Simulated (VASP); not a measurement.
Write the native input for VASP 6.6.1 that does the following.

```
Task                   : single point
Functional             : PBE
Potentials or basis    : VASP PAW PBE potentials, release 64 (Sn_d)
Cutoff                 : 520 eV
k mesh                 : 18 × 18 × 17
Occupations            : fermi-dirac, width 0.1 eV
Spin                   : no spin polarisation
Dipole correction      : no
Further INCAR settings : ALGO = Normal; EDIFF = 1e-06; NBANDS = 13
```

The structure of Sn lies in POSCAR:

```
Sn
1.0
    2.4220247984      0.0000000000      0.0000000000
   -1.2110123992      2.0975350040      0.0000000000
    0.0000000000      0.0000000000      2.2675979208
Sn
1
Direct
    0.0000000000      0.0000000000      0.0000000000
```

One way to write it, as run:

INCAR

```
SYSTEM = Sn
PREC = Accurate
ENCUT = 520
EDIFF = 1E-6
ISMEAR = -1
SIGMA = 0.1
LREAL = .False.
LASPH = .True.
NELM = 100
ALGO = Normal
ISIF = 2
LWAVE = .False.
LCHARG = .False.
GGA = PE
NBANDS = 13
```

KPOINTS

```
regular mesh
0
Gamma
  18 18 17
  0 0 0
```

Potentials or basis: VASP PAW PBE potentials, release 64 (Sn_d).

Run with:

```bash
$ cat potpaw_PBE.64/Sn_d/POTCAR > POTCAR
$ mpirun -np 1 vasp_std > vasp.out
```

Results of the run:

The pressure is 372.2 GPa. The band gap on the k mesh is zero (band 7 reaches 33.17 eV, above the bottom of band 8 at 18.05 eV).

Caveat: spin-orbit coupling is left out, which moves the levels of the heavy elements.

Wall time 16 s on 1 thread of Intel(R) Xeon(R) 6975P-C (Granite Rapids), with other jobs on the host, peak memory 0.16 GiB.
